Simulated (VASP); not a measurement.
# AgCl (F-43m) in VASP: further runs

The runs below take AgCl through single point, with HSE06, PBE-based global hybrid with 30 % exact exchange, PBE-based global hybrid with 50 % exact exchange, PBE-based screened hybrid with 10 % exact exchange.

All numbers are computed with VASP 6.6.1; they aren't measurements. Logs are shortened: lines on timing, memory, paths and dates and some standing lists are left out, and cuts for length are marked.

**1. The cell of the first run**

It takes space group F-43m (No. 216, cubic). Conventional cell: a = 5.986 Å, b = 5.986 Å, c = 5.986 Å, α = 90.00°, β = 90.00°, γ = 90.00°. Ag (site symmetry -43m) has 4 Cl at 2.59 Å within 3.4 Å. Cl (site symmetry -43m) has 4 Ag at 2.59 Å within 3.4 Å.

**2. Single point, HSE06**

File POSCAR:

```
AgCl
1.0
    0.0000000000      2.9932461729      2.9932461729
    2.9932461729      0.0000000000      2.9932461729
    2.9932461729      2.9932461729      0.0000000000
Ag Cl
1 1
Direct
    0.0000000000      0.0000000000      0.0000000000
    0.2500000000      0.2500000000      0.2500000000
```

File INCAR.step1:

```
ALGO     = Normal         # electronic algorithm
EDIFF    = 1E-5           # SCF threshold, eV
ENCUT    = 520            # plane-wave cutoff, eV
GGA      = PE             # functional
ISIF     = 2              # what is computed and relaxed
ISMEAR   = 0              # smearing method
LASPH    = T              # aspherical terms in the spheres
LCHARG   = F              # write CHGCAR
LREAL    = F              # projectors in reciprocal space
LWAVE    = T              # write WAVECAR
NBANDS   = 16             # bands
NELM     = 80             # most SCF steps
PREC     = Accurate       # precision mode
SIGMA    = 0.01           # smearing width, eV
```

File INCAR.step2:

```
ALGO     = Normal         # electronic algorithm
EDIFF    = 1E-7           # SCF threshold, eV
ENCUT    = 520            # plane-wave cutoff, eV
GGA      = PE             # functional
HFSCREEN = 0.2079         # screening, 1/A
ISIF     = 2              # what is computed and relaxed
ISMEAR   = 0              # smearing method
ISTART   = 1            
LASPH    = T              # aspherical terms in the spheres
LCHARG   = F              # write CHGCAR
LHFCALC  = T              # exact exchange
LREAL    = F              # projectors in reciprocal space
LWAVE    = F              # write WAVECAR
NBANDS   = 16             # bands
NELM     = 80             # most SCF steps
PREC     = Accurate       # precision mode
PRECFOCK = Normal       
SIGMA    = 0.01           # smearing width, eV
```

File KPOINTS:

```
k-points
0
Gamma
  4 4 4
```

Potentials or basis: VASP PAW PBE potentials, release 64 (Ag, Cl).

Run with:

```sh
$ cat potpaw_PBE.64/Ag/POTCAR potpaw_PBE.64/Cl/POTCAR > POTCAR
$ cp INCAR.step1 INCAR
$ mpirun -np 1 vasp_std > vasp.out
$ cp INCAR.step2 INCAR
$ mpirun -np 1 vasp_std > vasp.out
```

OUTCAR:

```text
EDIFF = 1E-7
   ENCUT = 520
   GGA = PE
   HFSCREEN = 0.2079
   ISIF = 2
   ISMEAR = 0
   ISTART = 1
   LASPH = T
   LHFCALC = T
   LREAL = F
   NELM = 80
   PREC = Accurate
   PRECFOCK = Normal

 ion  position               nearest neighbor table
   1  0.000  0.000  0.000-   2 2.59   2 2.59   2 2.59   2 2.59
   2  0.250  0.250  0.250-   1 2.59   1 2.59   1 2.59   1 2.59

  LATTYP: Found a face centered cubic cell.
 ALAT       =     5.9864923458

  Lattice vectors:

 A1 = (   0.0000000000,   2.9932461729,   2.9932461729)
 A2 = (   2.9932461729,   0.0000000000,   2.9932461729)
 A3 = (   2.9932461729,   2.9932461729,   0.0000000000)

Analysis of symmetry for initial positions (statically):
=====================================================================
 Subroutine PRICEL returns:
 Original cell was already a primitive cell.

 Routine SETGRP: Setting up the symmetry group for a
 face centered cubic supercell.

 Subroutine GETGRP returns: Found 24 space group operations
 (whereof 24 operations were pure point group operations)
 out of a pool of 48 trial point group operations.

The static configuration has the point symmetry T_d .

Analysis of symmetry for dynamics (positions and initial velocities):
=====================================================================
 Subroutine PRICEL returns:
 Original cell was already a primitive cell.

 Routine SETGRP: Setting up the symmetry group for a
 face centered cubic supercell.

 Subroutine GETGRP returns: Found 24 space group operations
 (whereof 24 operations were pure point group operations)
 out of a pool of 48 trial point group operations.

The dynamic configuration has the point symmetry T_d .

 Subroutine INISYM returns: Found 24 space group operations
 (whereof 24 operations are pure point group operations),
 and found     1 'primitive' translations

----------------------------------------------------------------------------------------

                                     Primitive cell

  volume of cell :      53.6361

  direct lattice vectors                    reciprocal lattice vectors
     0.000000000  2.993246173  2.993246173    -0.167042726  0.167042726  0.167042726
     2.993246173  0.000000000  2.993246173     0.167042726 -0.167042726  0.167042726
[... 73 lines left out ...]
   NFREE  =      0    steps in history (QN), initial steepest desc. (CG)
   ISIF   =      2    stress and relaxation
   ISYM   =      3    0-nonsym 1-usesym 2-fastsym
   POTIM  = 0.5000    time-step for ionic-motion
   TEBEG  =    0.0;   TEEND  =   0.0 temperature during run
   PSTRESS=    0.0 pullay stress
   NELECT =      18.0000    total number of electrons
   NUPDOWN=      -1.0000    fix difference up-down
   EMIN   =  10.00;   EMAX   =-10.00  energy-range for DOS
   EFERMI =   0.00;   METHOD = LEGACY
   ISMEAR =     0;   SIGMA  =   0.01  broadening in eV -4-tet -1-fermi 0-gaus
   EFERMI_NEDOS =   21; number of points for ismear=-14 and -15
   IALGO  =     38    algorithm
   IMIX   =      1    mixing-type and parameters
     AMIX     =   0.40;   BMIX     =  1.00
     AMIX_MAG =   1.60;   BMIX_MAG =  1.00
  volume/ion in A,a.u.               =      26.82       180.98
  Fermi-wavevector in a.u.,A,eV,Ry     =   1.137662  2.149869 17.609676  1.294275
  Thomas-Fermi vector in A             =   2.274367
   LORBIT       =      0    0 simple, 1 ext, 2 COOP (PROOUT), +10 PAW based schemes
   GGA     = PE    functional components
   LHFCALC =     T    Hartree Fock is set to
   PRECFOCK=normal    Normal, Fast or Accurate (Low or Medium for compatibility)
   ENCUT4O =  -1.0   cutoff for four orbital integrals eV
   NKREDX  =     1    reduce k-point grid by
   NKREDY  =     1    reduce k-point grid by
   NKREDZ  =     1    reduce k-point grid by
   AEXX    =    0.2500 exact exchange contribution
   HFSCREEN=    0.2079 screening length (either q_TF or 0.3 A-1)
   HFSCREENC=   0.2079 screening length for correlation (either q_TF or 0.3 A-1)
   ENCUTFOCK=  -1.0 apply spherical cutoff to Coloumb kernel
   IVDW    =     0    specifies the selected vdW correction
   LEPSILON=     F    determine dielectric tensor
   LRPA    =     F    only Hartree local field effects (RPA)
 non-spin polarized calculation
 Gauss-broadening in eV      SIGMA  =   0.01
  energy-cutoff  :      520.00
  volume of cell :       53.64
 maximum number of plane-waves:      1459
  NGX = 24; NGY = 24; NGZ = 24

 number of electron      17.9999995 magnetization

 Free energy of the ion-electron system (eV)
  ---------------------------------------------------
  ext. energy  EPLUGINS =         0.00000000
  ---------------------------------------------------
  free energy    TOTEN  =        -6.67343744 eV

  energy without entropy =       -6.67343744  energy(sigma->0) =       -6.67343744

 E-fermi :   0.8068     XC(G=0):  -7.0743

 val. band max:        0.7553292124   @ k =   0.0000   0.0000   0.0000
 cond. band min:       3.4563348073   @ k =   0.0000   0.0000   0.0000
 fundamental gap:      2.7010055949
 Fermi energy:         0.8067539313

 k-point     1 :       0.0000    0.0000    0.0000
  band No.  band energies     occupation
      1     -15.2090      2.00000
      2      -3.6662      2.00000
      3      -3.6662      2.00000
      4      -3.6662      2.00000
      5      -1.7786      2.00000
      6      -1.7786      2.00000
[... 129 lines left out ...]
      3      -3.2046      2.00000
      4      -3.0239      2.00000
      5      -1.8462      2.00000
      6      -1.4961      2.00000
[... 8 lines left out ...]
     15      15.7431      0.00000
     16      16.1778      0.00000

------------------------ aborting loop because EDIFF is reached ----------------------------------------

  FORCE on cell =-STRESS in cart. coord.  units (eV):
  Direction    XX          YY          ZZ          XY          YZ          ZX
  --------------------------------------------------------------------------------------
  -------------------------------------------------------------------------------------
  Total        0.3393920      0.3393920      0.3393920      0.0000000      0.0000000     -0.0000000
  in kB       10.1380602     10.1380602     10.1380602      0.0000000      0.0000000     -0.0000000
  external PRESSURE =      10.1380602 kB  Pullay stress =       0.0000000 kB

 VOLUME and BASIS-vectors are now :
 -----------------------------------------------------------------------------
  energy-cutoff  :      520.00
  volume of cell :       53.64
      direct lattice vectors                 reciprocal lattice vectors
     0.000000000  2.993246173  2.993246173    -0.167042726  0.167042726  0.167042726
     2.993246173  0.000000000  2.993246173     0.167042726 -0.167042726  0.167042726
     2.993246173  2.993246173  0.000000000     0.167042726  0.167042726 -0.167042726

 POSITION                                       TOTAL-FORCE (eV/Angst)
 -----------------------------------------------------------------------------------
      0.00000      0.00000      0.00000        -0.000000     -0.000000     -0.000000
      1.49662      1.49662      1.49662         0.000000      0.000000      0.000000
 -----------------------------------------------------------------------------------
    total drift:                               -0.000004      0.000014      0.000000

  FREE ENERGIE OF THE ION-ELECTRON SYSTEM (eV)
  ---------------------------------------------------
  free  energy   TOTEN  =        -6.6734374397 eV

  energy  without entropy=       -6.6734374397  energy(sigma->0) =       -6.67343744
```

It took 6.5 min on 1 thread of Intel Xeon Platinum 8488C (Sapphire Rapids), shared host; peak memory 0.28 GiB.

What came out:

| Item | Value |
| --- | --- |
| Free energy | -6.6734 eV |
| Pressure | 1.0 GPa |
| Band gap on the k mesh | 2.70 eV |

Caveat: the k points lie up to 0.45 Å⁻¹ apart; the structure was generated, so it needn't be the stable form of AgCl; the PAW data sets were made with another functional, which shifts forces and pressure a little.

**3. Single point, PBE-based global hybrid with 30 % exact exchange**

POSCAR is that of step 2.

File INCAR.step1:

```
PREC = Accurate ; ENCUT = 520
EDIFF = 1E-5 ; ISMEAR = 0
SIGMA = 0.01 ; LREAL = F
LASPH = T ; NELM = 80
ALGO = Normal ; ISIF = 2
LWAVE = T ; LCHARG = F
GGA = PE ; NBANDS = 16
```

File INCAR.step2:

```
PREC = Accurate ; ENCUT = 520
EDIFF = 1E-6 ; ISMEAR = 0
SIGMA = 0.01 ; LREAL = F
LASPH = T ; NELM = 80
ALGO = Normal ; ISIF = 2
LWAVE = F ; LCHARG = F
GGA = PE ; LHFCALC = T
AEXX = 0.3 ; PRECFOCK = Normal
ISTART = 1 ; NBANDS = 16
```

File KPOINTS:

```
regular mesh
0
Gamma
  4 4 4
```

Potentials or basis: VASP PAW PBE potentials, release 64 (Ag, Cl).

Run with:

```sh
$ cat potpaw_PBE.64/Ag/POTCAR potpaw_PBE.64/Cl/POTCAR > POTCAR
$ cp INCAR.step1 INCAR
$ mpirun -np 1 vasp_std > vasp.out
$ cp INCAR.step2 INCAR
$ mpirun -np 1 vasp_std > vasp.out
```

OUTCAR:

```text
PREC = Accurate
   ENCUT = 520
   EDIFF = 1E-6
   ISMEAR = 0
   LREAL = F
   LASPH = T
   NELM = 80
   ISIF = 2
   GGA = PE
   LHFCALC = T
   AEXX = 0.3
   PRECFOCK = Normal
   ISTART = 1

 ion  position               nearest neighbor table
   1  0.000  0.000  0.000-   2 2.59   2 2.59   2 2.59   2 2.59
   2  0.250  0.250  0.250-   1 2.59   1 2.59   1 2.59   1 2.59

  LATTYP: Found a face centered cubic cell.
 ALAT       =     5.9864923458

  Lattice vectors:

 A1 = (   0.0000000000,   2.9932461729,   2.9932461729)
 A2 = (   2.9932461729,   0.0000000000,   2.9932461729)
 A3 = (   2.9932461729,   2.9932461729,   0.0000000000)

Analysis of symmetry for initial positions (statically):
=====================================================================
 Subroutine PRICEL returns:
 Original cell was already a primitive cell.

 Routine SETGRP: Setting up the symmetry group for a
 face centered cubic supercell.

 Subroutine GETGRP returns: Found 24 space group operations
 (whereof 24 operations were pure point group operations)
 out of a pool of 48 trial point group operations.

The static configuration has the point symmetry T_d .

Analysis of symmetry for dynamics (positions and initial velocities):
=====================================================================
 Subroutine PRICEL returns:
 Original cell was already a primitive cell.

 Routine SETGRP: Setting up the symmetry group for a
 face centered cubic supercell.

 Subroutine GETGRP returns: Found 24 space group operations
 (whereof 24 operations were pure point group operations)
 out of a pool of 48 trial point group operations.

[... 102 lines left out ...]
     AMIX     =   0.40;   BMIX     =  1.00
     AMIX_MAG =   1.60;   BMIX_MAG =  1.00
  volume/ion in A,a.u.               =      26.82       180.98
  Fermi-wavevector in a.u.,A,eV,Ry     =   1.137662  2.149869 17.609676  1.294275
  Thomas-Fermi vector in A             =   2.274367
   LORBIT       =      0    0 simple, 1 ext, 2 COOP (PROOUT), +10 PAW based schemes
   GGA     = PE    functional components
   LHFCALC =     T    Hartree Fock is set to
   PRECFOCK=normal    Normal, Fast or Accurate (Low or Medium for compatibility)
   ENCUT4O =  -1.0   cutoff for four orbital integrals eV
   NKREDX  =     1    reduce k-point grid by
   NKREDY  =     1    reduce k-point grid by
   NKREDZ  =     1    reduce k-point grid by
   AEXX    =    0.3000 exact exchange contribution
   HFSCREEN=    0.0000 screening length (either q_TF or 0.3 A-1)
   HFSCREENC=   0.0000 screening length for correlation (either q_TF or 0.3 A-1)
   ENCUTFOCK=  -1.0 apply spherical cutoff to Coloumb kernel
   IVDW    =     0    specifies the selected vdW correction
   LEPSILON=     F    determine dielectric tensor
   LRPA    =     F    only Hartree local field effects (RPA)
 non-spin polarized calculation
 Gauss-broadening in eV      SIGMA  =   0.01
  energy-cutoff  :      520.00
  volume of cell :       53.64
 maximum number of plane-waves:      1459
  NGX = 24; NGY = 24; NGZ = 24

 number of electron      17.9999995 magnetization

 Free energy of the ion-electron system (eV)
  ---------------------------------------------------
  ext. energy  EPLUGINS =         0.00000000
  ---------------------------------------------------
  free energy    TOTEN  =        -7.62121883 eV

  energy without entropy =       -7.62121883  energy(sigma->0) =       -7.62121883

 E-fermi :   0.1097     XC(G=0):  -6.3338

 val. band max:        0.0634334652   @ k =   0.0000   0.0000   0.0000
 cond. band min:       3.9573122606   @ k =   0.0000   0.0000   0.0000
 fundamental gap:      3.8938787955
 Fermi energy:         0.1096942028

 k-point     1 :       0.0000    0.0000    0.0000
  band No.  band energies     occupation
      1     -16.1573      2.00000
      2      -4.4472      2.00000
      3      -4.4472      2.00000
      4      -4.4472      2.00000
      5      -2.5722      2.00000
      6      -2.5722      2.00000
[... 129 lines left out ...]
      3      -3.9316      2.00000
      4      -3.7839      2.00000
      5      -2.6416      2.00000
      6      -2.2738      2.00000
[... 8 lines left out ...]
     15      16.3107      0.00000
     16      16.7969      0.00000

------------------------ aborting loop because EDIFF is reached ----------------------------------------

  FORCE on cell =-STRESS in cart. coord.  units (eV):
  Direction    XX          YY          ZZ          XY          YZ          ZX
  --------------------------------------------------------------------------------------
  -------------------------------------------------------------------------------------
  Total        0.2698925      0.2698925      0.2698925      0.0000000     -0.0000000      0.0000000
  in kB        8.0620243      8.0620243      8.0620243      0.0000000     -0.0000000      0.0000000
  external PRESSURE =       8.0620243 kB  Pullay stress =       0.0000000 kB

 VOLUME and BASIS-vectors are now :
 -----------------------------------------------------------------------------
  energy-cutoff  :      520.00
  volume of cell :       53.64
      direct lattice vectors                 reciprocal lattice vectors
     0.000000000  2.993246173  2.993246173    -0.167042726  0.167042726  0.167042726
     2.993246173  0.000000000  2.993246173     0.167042726 -0.167042726  0.167042726
     2.993246173  2.993246173  0.000000000     0.167042726  0.167042726 -0.167042726

 POSITION                                       TOTAL-FORCE (eV/Angst)
 -----------------------------------------------------------------------------------
      0.00000      0.00000      0.00000        -0.000000      0.000000      0.000000
      1.49662      1.49662      1.49662         0.000000     -0.000000     -0.000000
 -----------------------------------------------------------------------------------
    total drift:                                0.000002      0.000066      0.000006

  FREE ENERGIE OF THE ION-ELECTRON SYSTEM (eV)
  ---------------------------------------------------
  free  energy   TOTEN  =        -7.6212188342 eV

  energy  without entropy=       -7.6212188342  energy(sigma->0) =       -7.62121883
```

Run time: 4.2 min. Hardware: 1 thread of Intel Xeon Platinum 8488C (Sapphire Rapids), shared host; peak memory 0.18 GiB.

Results:

| Property | Result |
| --- | --- |
| Free energy | -7.6212 eV |
| Pressure | 0.8 GPa |
| Band gap on the k mesh | 3.89 eV |

Caveat: the k points lie up to 0.45 Å⁻¹ apart; the structure was generated, so it needn't be the stable form of AgCl; the PAW data sets were made with another functional, which shifts forces and pressure a little.

[end of part 1 of 2]
